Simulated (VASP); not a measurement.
# Ba (Fd-3m) in VASP: a series of runs, part 2 of 2

VASP 6.6.1. The steps go on from the part before.

## 5. Single point, r2SCAN

This run uses another cell than the first one, of 54.53 Å³/atom.

File POSCAR:

```
Ba
1.0
    0.0000000000      3.7920592710      3.7920592710
    3.7920592710      0.0000000000      3.7920592710
    3.7920592710      3.7920592710      0.0000000000
Ba
2
Direct
    0.1250000000      0.1250000000      0.1250000000
    0.8750000000      0.8750000000      0.8750000000
```

File INCAR.step1:

```
PREC = Accurate
ENCUT = 520
ISMEAR = -1
SIGMA = 0.1
LREAL = False
LASPH = True
NELM = 60
NBANDS = 17
GGA = PE
ALGO = Normal
EDIFF = 1E-4
LWAVE = True
LCHARG = False
```

File INCAR.step2:

```
PREC = Accurate
ENCUT = 520
EDIFF = 1E-6
ISMEAR = -1
SIGMA = 0.1
LREAL = False
LASPH = True
NELM = 60
ALGO = Normal
ISIF = 2
LWAVE = False
LCHARG = False
METAGGA = R2SCAN
LMIXTAU = True
NBANDS = 17
ISTART = 1
```

File KPOINTS:

```
regular mesh
0
Gamma
  12 12 12
```

Potentials or basis: VASP PAW PBE potentials, release 64 (Ba_sv).

Started as:

```sh
> cat potpaw_PBE.64/Ba_sv/POTCAR > POTCAR
> cp INCAR.step1 INCAR
> mpirun -np 1 vasp_std > vasp.out
> cp INCAR.step2 INCAR
> mpirun -np 1 vasp_std > vasp.out
```

OUTCAR:

```text
PREC = Accurate
   ENCUT = 520
   EDIFF = 1E-6
   ISMEAR = -1
   LREAL = False
   LASPH = True
   NELM = 60
   ISIF = 2
   METAGGA = R2SCAN
   ISTART = 1

 ion  position               nearest neighbor table
   1  0.125  0.125  0.125-   2 3.28   2 3.28   2 3.28   2 3.28
   2  0.875  0.875  0.875-   1 3.28   1 3.28   1 3.28   1 3.28

  LATTYP: Found a face centered cubic cell.
 ALAT       =     7.5841185420

  Lattice vectors:

 A1 = (   0.0000000000,   3.7920592710,   3.7920592710)
 A2 = (   3.7920592710,   0.0000000000,   3.7920592710)
 A3 = (   3.7920592710,   3.7920592710,   0.0000000000)

Analysis of symmetry for initial positions (statically):
=====================================================================
 Subroutine PRICEL returns:
 Original cell was already a primitive cell.

 Routine SETGRP: Setting up the symmetry group for a
 face centered cubic supercell.

 Subroutine GETGRP returns: Found 48 space group operations
[... 162 lines left out ...]
  free energy    TOTEN  =       -51.07819591 eV

  energy without entropy =      -51.01839105  energy(sigma->0) =      -51.04829348

 E-fermi :   1.9788     XC(G=0):  -8.2150

 val. band max:        1.9675322217   @ k =   0.0833   0.0833   0.0000
 cond. band min:       1.9829136453   @ k =   0.2500   0.0000   0.0000
 fundamental gap:      0.0153814236
 Fermi energy:         1.9787944384

 k-point     1 :       0.0000    0.0000    0.0000
  band No.  band energies     occupation
      1     -28.6087      2.00000
      2     -27.7909      2.00000
      3     -13.7569      2.00000
      4     -13.7569      2.00000
      5     -13.7569      2.00000
      6     -12.4680      2.00000
[... 457 lines left out ...]
      4     -13.9533      2.00000
      5     -13.5818      2.00000
      6     -12.5976      2.00000
[... 9 lines left out ...]
     16       5.6792      0.00000
     17       5.8624      0.00000

 [... further k-points ...]

------------------------ aborting loop because EDIFF is reached ----------------------------------------

  FORCE on cell =-STRESS in cart. coord.  units (eV):
  Direction    XX          YY          ZZ          XY          YZ          ZX
  --------------------------------------------------------------------------------------
  -------------------------------------------------------------------------------------
  Total        0.3087708      0.3087708      0.3087708      0.0000000      0.0000000      0.0000000
  in kB        4.5361920      4.5361920      4.5361920      0.0000000      0.0000000      0.0000000
  external PRESSURE =       4.5361920 kB  Pullay stress =       0.0000000 kB

 VOLUME and BASIS-vectors are now :
 -----------------------------------------------------------------------------
  energy-cutoff  :      520.00
  volume of cell :      109.06
      direct lattice vectors                 reciprocal lattice vectors
     0.000000000  3.792059271  3.792059271    -0.131854479  0.131854479  0.131854479
     3.792059271  0.000000000  3.792059271     0.131854479 -0.131854479  0.131854479
     3.792059271  3.792059271  0.000000000     0.131854479  0.131854479 -0.131854479

 POSITION                                       TOTAL-FORCE (eV/Angst)
 -----------------------------------------------------------------------------------
      0.94801      0.94801      0.94801        -0.000000      0.000000      0.000000
      6.63610      6.63610      6.63610         0.000000     -0.000000     -0.000000
 -----------------------------------------------------------------------------------
    total drift:                                0.000000      0.000000     -0.000000

  FREE ENERGIE OF THE ION-ELECTRON SYSTEM (eV)
  ---------------------------------------------------
  free  energy   TOTEN  =       -51.0781959051 eV

  energy  without entropy=      -51.0183910494  energy(sigma->0) =      -51.04829348
```

OUTCAR.step1:

```text
PREC = Accurate
   ENCUT = 520
   ISMEAR = -1
   LREAL = False
   LASPH = True
[... 702 lines left out ...]
      0.94801      0.94801      0.94801         0.000000      0.000000     -0.000000
      6.63610      6.63610      6.63610        -0.000000     -0.000000      0.000000
 -----------------------------------------------------------------------------------
    total drift:                                0.000000      0.000000     -0.000000

  FREE ENERGIE OF THE ION-ELECTRON SYSTEM (eV)
  ---------------------------------------------------
  free  energy   TOTEN  =        -1.8560969235 eV

  energy  without entropy=       -1.7870465822  energy(sigma->0) =       -1.82157175
```

Run time: 6.6 min. Hardware: 1 thread of Intel Xeon Platinum 8259CL at 2.50GHz (Skylake/Cascade Lake), shared host; peak memory 0.32 GiB.

Results:

```yaml
Free_energy: -51.0782 eV
Pressure: 0.5 GPa
Band_gap_on_the_k_mesh: zero (bands 10 and 11 overlap by 0.21 eV)
```

Caveat: the PAW data sets were made with another functional, which shifts forces and pressure a little; spin-orbit coupling is left out, which moves the levels of the heavy elements.

## 6. Relaxation of cell and atoms, r2SCAN

This run uses another cell than the first one, of 84.37 Å³/atom.

File POSCAR:

```
Ba
1.0
    0.0000000000      4.3860266073      4.3860266073
    4.3860266073      0.0000000000      4.3860266073
    4.3860266073      4.3860266073      0.0000000000
Ba
2
Direct
    0.1250000000      0.1250000000      0.1250000000
    0.8750000000      0.8750000000      0.8750000000
```

File INCAR.step1:

```
SYSTEM = Ba
PREC = Accurate
ENCUT = 600
ISMEAR = -1
SIGMA = 0.1
LREAL = .False.
LASPH = .True.
NELM = 100
GGA = PE
ALGO = Normal
EDIFF = 1E-4
LWAVE = .True.
LCHARG = .False.
```

File INCAR.step2:

```
SYSTEM = Ba
PREC = Accurate
ENCUT = 600
EDIFF = 1E-7
ISMEAR = -1
SIGMA = 0.1
LREAL = .False.
LASPH = .True.
NELM = 100
ALGO = Normal
ISIF = 3
LWAVE = .False.
LCHARG = .False.
METAGGA = R2SCAN
LMIXTAU = .True.
IBRION = 2
NSW = 80
EDIFFG = -0.01
ISTART = 1
```

File KPOINTS:

```
Automatic mesh
0
Gamma
  6 6 6
  0 0 0
```

Potentials or basis: VASP PAW PBE potentials, release 64 (Ba_sv).

Started as:

```sh
> cat potpaw_PBE.64/Ba_sv/POTCAR > POTCAR
> cp INCAR.step1 INCAR
> mpirun -np 1 vasp_std > vasp.out
> cp INCAR.step2 INCAR
> mpirun -np 1 vasp_std > vasp.out
```

Run time: 36 min. Hardware: 1 thread of Intel Xeon Platinum 8259CL at 2.50GHz (Skylake/Cascade Lake), shared host; peak memory 0.44 GiB.

The run converged. Its results:

| Quantity | Value |
| --- | --- |
| Free energy | -51.0770 eV |
| Relaxed volume | 56.85 Å³/atom |
| Relaxed cell | a = 5.438 Å, b = 5.438 Å, c = 5.438 Å, α = 60.00°, β = 60.00°, γ = 60.00° |
| Space group after relaxing (to 0.1 Å) | Fd-3m (No. 227) |
| Energy gained by relaxing | 136.8 meV/atom |
| Ionic steps | 8 |
| Pressure after relaxing | 0.0 GPa |
| Band gap on the k mesh | zero (bands 10 and 11 overlap by 0.21 eV) |

Step by step:
```
step  energy change (eV)  largest force (eV/Å)  pressure (GPa)  volume (Å³)
   1              0.0000                0.0000           -0.67       168.75
   2             -0.0382                0.0000           -0.79       160.30
   3             -0.1774                0.0000           -1.00       136.65
   4             -0.1386                0.0000            3.11        96.56
   5             -0.2513                0.0000           -0.66       123.12
   6             -0.2649                0.0000            0.58       108.58
   7             -0.2732                0.0000           -0.12       114.79
   8             -0.2736                0.0000           -0.01       113.69
```

Final structure:
```yaml
crystal:
  lattice:
    - [0.00000, 3.84503, 3.84503]
    - [3.84503, 0.00000, 3.84503]
    - [3.84503, 3.84503, 0.00000]
  atoms:
    - { symbol: Ba, position: [0.12500, 0.12500, 0.12500] }
    - { symbol: Ba, position: [0.87500, 0.87500, 0.87500] }
```

Levels at points of the mesh, in eV from the Fermi level:
| k point | band 8 | band 9 | band 10 | band 11 | band 12 | band 13 |
| --- | --- | --- | --- | --- | --- | --- |
| (0.00, 0.00, 0.00) | -14.55 | -2.24 | 0.20 | 0.20 | 1.36 | 1.36 |
| (0.50, 0.00, 0.00) | -14.36 | -0.34 | -0.17 | 0.24 | 0.24 | 1.09 |
| (0.50, 0.50, 0.00) | -14.16 | -0.82 | -0.82 | 1.13 | 1.13 | 1.92 |

Caveat: the volume moved by over 15 % at a fixed basis, so the end points are rough; the PAW data sets were made with another functional, which shifts forces and pressure a little; spin-orbit coupling is left out, which moves the levels of the heavy elements.

## 7. The runs side by side

```tsv
task	cell	k mesh	cutoff (eV)	gap on the mesh (eV)	pressure (GPa)
single point	a = 5.433 Å, angles 60.0°, 2 atoms	8 × 8 × 8	520	none	0.0
single point	a = 5.502 Å, angles 60.0°, 2 atoms	8 × 8 × 8	520	none	-0.4
single point	a = 5.569 Å, angles 60.0°, 2 atoms	8 × 8 × 8	520	none	-0.7
single point	a = 5.363 Å, angles 60.0°, 2 atoms	12 × 12 × 12	520	none	0.5
relaxation of cell and atoms	relaxed from a = 6.203 Å, angles 60.0°, 2 atoms	6 × 6 × 6	600	none	0.0
```

Alike in all rows: level r2SCAN; potentials or basis VASP PAW PBE potentials, release 64 (Ba_sv); no spin polarisation; smearing fermi-dirac 0.1 eV.

Caveats: the PAW data sets were made with another functional, which shifts forces and pressure a little; spin-orbit coupling is left out, which moves the levels of the heavy elements; the volume moved by over 15 % at a fixed basis, so the end points are rough (at least some runs).

Total energies depend on the potentials used, so only differences within one code and one set of settings carry meaning.
